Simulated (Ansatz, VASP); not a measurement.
**MnS: VASP beside Ansatz**

File INCAR:

```
PREC = Accurate ; ENCUT = 600
EDIFF = 1E-6 ; ISMEAR = -1
SIGMA = 0.05 ; LREAL = False
LASPH = True ; NELM = 150
ALGO = Normal ; ISIF = 3
LWAVE = False ; LCHARG = False
ISPIN = 2 ; MAGMOM = 4 0
LORBIT = 11 ; LMAXMIX = 4
LDAU = True ; LDAUTYPE = 2
LDAUL = 2 -1 ; LDAUU = 1 0
LDAUJ = 0 0 ; LDAUPRINT = 1
IBRION = 2 ; NSW = 60
EDIFFG = -0.01
```

Contents of KPOINTS:

```
regular mesh
0
Gamma
  9 9 9
```

The input POSCAR:

```
MnS
1.0
    0.0000000000      2.6045000000      2.6045000000
    2.6045000000      0.0000000000      2.6045000000
    2.6045000000      2.6045000000      0.0000000000
Mn S
1 1
Direct
    0.0000000000      0.0000000000      0.0000000000
    0.5000000000      0.5000000000      0.5000000000
```

input.yaml

```yaml
crystal:
  lattice:
    - [0.0, 2.6045, 2.6045]
    - [2.6045, 0.0, 2.6045]
    - [2.6045, 2.6045, 0.0]
  atoms:
    - { symbol: Mn, position: [0.0, 0.0, 0.0], spin: 4.0 }
    - { symbol: S, position: [0.5, 0.5, 0.5] }
hamiltonian:
  xc: lda
  pseudopotentials: { kind: paw }
  hubbard: { sites: [{ species: Mn, l: d, u_eff: 1.0 }] }
magnetization:
  spin_polarized: true
kpoints:
  mp_grid: { grid: [9, 9, 9] }
scf:
  occupations: { method: fermi_dirac, width: 0.05 }
output:
  forces: true
  stress: true
  eigenvalues: true
relax:
  f_tol: 0.01
  max_steps: 40
  cell: { stress_tol: 0.05 }
```

Alike in both runs: task relaxation of cell and atoms; functional LDA; k mesh 9 × 9 × 9; occupations fermi-dirac, width 0.05 eV; collinear spin; Hubbard terms Mn d U = 1.0 eV.

|  | VASP | Ansatz |
| --- | --- | --- |
| version | VASP 6.6.1 | Ansatz 0.2.0 |
| potentials or method | VASP PAW LDA potentials, release 64 (Mn_pv, S) | Ansatz PAW |
| plane-wave cutoff (eV) | 600 | 420 |
| valence electrons in the cell | 19 | 21 |

Ansatz gave:

- gap on the k mesh at the Fermi level, each at its own relaxed structure (eV): none
- net moment per atom (μB): 2.20
- size of the moment on the site where the two differ most (μB): 3.90
- relaxed volume (Å³/atom): 15.27
- relaxed cell length with the largest relative difference (Å): 3.508

Task: Estimate VASP's values.

Result: gap on the k mesh at the Fermi level, each at its own relaxed structure (eV): none; net moment per atom (μB): 2.03; size of the moment on the site where the two differ most (μB): 3.77; relaxed volume (Å³/atom): 14.63; relaxed cell length with the largest relative difference (Å): 3.459.

The net moments are unlike, so the other rows may belong to different states. LDA's correlation is that of Perdew and Zunger in VASP and of Perdew and Wang (1992) in Ansatz. Site moments also hang on the region over which each program counts them. The programs project onto different local orbitals, so the same U acts differently, and such runs can settle in different states. A gap of «none» marks a metal or a gap that the smearing closes. VASP's potentials hold 19 valence electrons a cell and Ansatz's 21, so a difference there can come from the potentials and not from the codes.

Noted on VASP's run: the volume moved by over 15 % at a fixed basis, so the end points are rough. Noted on Ansatz's run: the magnetic or orbital state may not be the lowest; the plane-wave basis is chosen anew once the cell has moved, so the energies of steps on either side of that aren't comparable.
